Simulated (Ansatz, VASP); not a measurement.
InCu3O3: VASP beside Ansatz

```xyz
7
Lattice="3.9875 0.0000 0.0000 0.0000 3.9875 0.0000 0.0000 0.0000 5.7978" Properties=species:S:1:pos:R:3 pbc="T T T"
In    1.9938    1.9938    5.5423
Cu    0.0000    1.9938    2.9074
Cu    1.9938    0.0000    2.9074
Cu    0.0000    0.0000    1.1251
O     0.0000    1.9938    0.5876
O     1.9938    0.0000    0.5876
O     1.9938    1.9938    3.3518
```

Alike in both runs: functional PBE; k mesh 8 × 8 × 6; occupations gaussian, width 0.1 eV; collinear spin.

Ansatz relaxed the structure, and its values are those at the end. VASP's run is a single point on that final structure, the one shown.

|  | VASP | Ansatz |
| --- | --- | --- |
| version | VASP 6.6.1 | Ansatz 0.2.0 |
| potentials or method | VASP PAW PBE potentials, release 64 (In_d, Cu, O), cutoff 520 eV | scalar-relativistic, plane waves, PAW |
| valence electrons in the cell | 64 | 88 |

Ansatz gave:

| Property | Result |
| --- | --- |
| gap on the k mesh at the Fermi level (eV) | none |
| pressure (GPa) | 0.0 |
| rms of the force components (eV/Å) | 0.001 |
| net moment per atom (μB) | 0.01 |
| size of the moment on the site where the two differ most (μB) | 0.06 |

Task: What did VASP give for the same quantities?

Result: gap on the k mesh at the Fermi level (eV): none; pressure (GPa): 0.5; rms of the force components (eV/Å): 0.006; net moment per atom (μB): 0.01; size of the moment on the site where the two differ most (μB): 0.04.

Site moments also hang on the region over which each program counts them. A gap of «none» marks a metal or a gap that the smearing closes. VASP's potentials hold 64 valence electrons a cell and Ansatz's 88, so a difference there can come from the potentials and not from the codes.
